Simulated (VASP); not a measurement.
**Ta4O: single point with PBE**

Ta4O:

```
Ta O
1.0
     3.23205   -0.01525    0.02886
    -0.01525    3.26076   -0.02398
     0.06564   -0.05454    7.38309
Ta O
4 1
Direct
  0.05579 0.01760 0.49592
  0.50999 0.48448 0.78302
  0.49590 0.51050 0.22474
  0.02720 0.01200 0.99005
  0.48610 0.45127 0.51486
```

```yaml
Program: VASP 6.6.1
Task: single point
Functional: PBE
Potentials_or_basis: VASP PAW PBE potentials, release 64 (Ta_pv, O)
Cutoff: 520 eV
k_mesh: 4 × 4 × 2
Occupations: gaussian, width 0.1 eV
Spin: no spin polarisation
```

* Pressure: 7.6 GPa
* Largest force: 3.041 eV/Å
* Band gap on the k mesh: zero (band 25 reaches 6.77 eV, above the bottom of band 26 at 5.59 eV)

Forces on the atoms (eV/Å):
```
Ta  -2.339 -1.933 -0.206
Ta   1.150  0.876  0.953
Ta   0.917  0.206 -0.279
Ta  -1.051 -0.589  1.253
O    1.324  1.440 -1.721
```

Stress tensor (GPa, compression positive):
```
7.50 5.52 0.81
5.52 8.82 0.81
0.81 0.81 6.54
```

Levels at points of the mesh, in eV from the Fermi level:
```csv
k point,band 21,band 22,band 23,band 24,band 25,band 26,band 27,band 28,band 29,band 30
"(0.00, 0.00, 0.00)",-2.05,-1.49,-0.55,-0.24,-0.02,0.78,1.02,1.28,1.35,1.72
"(0.50, 0.00, 0.00)",-1.47,-1.17,-0.84,-0.52,0.36,0.75,1.13,1.37,1.49,2.14
"(0.00, 0.50, 0.00)",-1.31,-1.09,-0.81,-0.52,0.31,0.68,1.04,1.49,1.87,2.09
"(0.50, 0.50, 0.00)",-2.01,-1.45,-1.30,-0.67,-0.55,1.05,2.24,2.89,3.33,3.61
"(0.00, 0.00, 0.50)",-2.97,-0.65,-0.42,-0.04,0.16,0.56,0.93,1.21,1.52,1.77
"(0.50, 0.00, 0.50)",-1.61,-1.18,-0.98,-0.55,-0.38,0.84,1.41,1.83,2.07,2.21
"(0.00, 0.50, 0.50)",-1.60,-1.03,-0.87,-0.53,-0.19,0.76,1.15,1.68,1.95,2.18
"(0.50, 0.50, 0.50)",-2.42,-1.66,-1.62,0.08,0.24,0.57,2.06,2.31,3.32,4.08
```

Wall time 22 s on 1 thread of Intel(R) Xeon(R) 6975P-C (Granite Rapids), on a shared host, peak memory 0.19 GiB.

Caveat: the k points lie up to 0.49 Å⁻¹ apart; spin-orbit coupling is left out, which moves the levels of the heavy elements; forces of over 1 eV/Å act on the atoms, so gaps and moduli don't describe the material at rest.
